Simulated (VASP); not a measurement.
EuSb: single point with LDA+U

The system is EuSb.

```
Eu Sb
1.0
     0.00000    3.56096    3.56096
     3.56096    0.00000    3.56096
     3.56096    3.56096    0.00000
Eu Sb
1 1
Cartesian
  0.0000 0.0000 0.0000
  1.7805 1.7805 1.7805
```

| Quantity | Value |
| --- | --- |
| Program | VASP 6.6.1 |
| Task | single point |
| Functional | LDA |
| Potentials or basis | VASP PAW PBE potentials, release 64 (Eu, Sb) |
| Cutoff | 520 eV |
| k mesh | 8 × 8 × 8 |
| Occupations | gaussian, width 0.05 eV |
| Spin | collinear spin, ferromagnetic start |
| Starting moments | [7.55, 0.15] μB |
| Hubbard terms | Eu f U = 4.0 eV |
| Dipole correction | no |
| Further INCAR settings | ALGO = Normal; EDIFF = 1e-06; NBANDS = 22 |

* Pressure: -0.1 GPa
* Net moment: 6.45 μB per cell
* Site moments: Eu +6.59; Sb -0.16 μB
* Valence electrons inside the program's atomic spheres: Eu 14.75; Sb 2.54

Levels at points of the mesh, in eV from the Fermi level:
Spin up:
```csv
k point,band 12,band 13,band 14,band 15,band 16,band 17
"(0.00, 0.00, 0.00)",-0.48,-0.23,-0.23,-0.23,2.55,3.36
"(0.50, 0.00, 0.00)",-0.55,-0.48,-0.04,-0.04,3.27,3.64
"(0.50, 0.50, 0.00)",-0.58,-0.52,0.26,0.26,1.78,3.05
```
Spin down:
```csv
k point,band 6,band 7,band 8,band 9,band 10,band 11
"(0.00, 0.00, 0.00)",-0.42,-0.42,-0.42,2.47,3.90,3.90
"(0.50, 0.00, 0.00)",-1.43,-0.20,-0.20,3.61,4.13,4.13
"(0.50, 0.50, 0.00)",-1.70,0.10,0.10,2.05,3.40,4.85
```

Eigenvalues of the final occupation matrices:
```csv
site,spin,trace,eigenvalues
site 1 f,1,6.68,0.94 0.94 0.94 0.97 0.97 0.97 0.97
site 1 f,2,0.01,0.00 0.00 0.00 0.00 0.00 0.00 0.00
```

It took 2.1 min on 1 thread of Intel(R) Xeon(R) 6975P-C (Granite Rapids), on a shared host, peak memory 0.29 GiB.

Caveat: the PAW data sets were made with another functional, which shifts forces and pressure a little; spin-orbit coupling is left out, which moves the levels of the heavy elements; a cell with one magnetic atom can't hold antiferromagnetic order, which such compounds often take. The state reached can hang on the start; a lower one may exist.
